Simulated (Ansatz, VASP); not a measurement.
**Zn2GeN3 in VASP and in Ansatz**

```
Zn Ge N
1.0
     3.37567    0.00000    0.00000
    -1.68784    2.92342    0.00000
     0.00000    0.00000    8.37637
Zn Ge N
2 1 3
Cartesian
  0.0000 1.9489 6.9284
  1.6878 0.9745 1.4480
  0.0000 0.0000 4.1882
  0.0000 1.9489 2.9157
  1.6878 0.9745 5.4606
  0.0000 0.0000 0.0000
```

Change from the starting cell: species swapped into the Sn2GeTe3 type (P-3m1, No. 164).

Alike in both runs: task single point; functional PBE; k mesh 6 × 6 × 2; occupations gaussian, width 0.1 eV; no spin polarisation.

|  | VASP | Ansatz |
| --- | --- | --- |
| version | VASP 6.6.1 | Ansatz 0.2.0 |
| potentials or method | VASP PAW PBE potentials, release 64 (Zn, Ge_d, N), cutoff 520 eV | scalar-relativistic, plane waves, PAW |
| valence electrons in the cell | 53 | 53 |

```tsv
	VASP	Ansatz	Ansatz less VASP
gap on the k mesh at the Fermi level (eV)	none	none	-
pressure (GPa)	-27.3	-27.5	-0.17
traceless stress, the component that is largest in VASP (GPa)	2.75	2.74	-0.010
rms of the force components (eV/Å)	0.393	0.393	-0.0001
```

Atom by atom the forces differ by 0.001 eV/Å (rms over components). A gap of «none» marks a metal or a gap that the smearing closes. The functional is the same, so the differences come from potentials, cutoffs and numerics.

The k mesh is coarse, so the values compare programs but aren't converged.
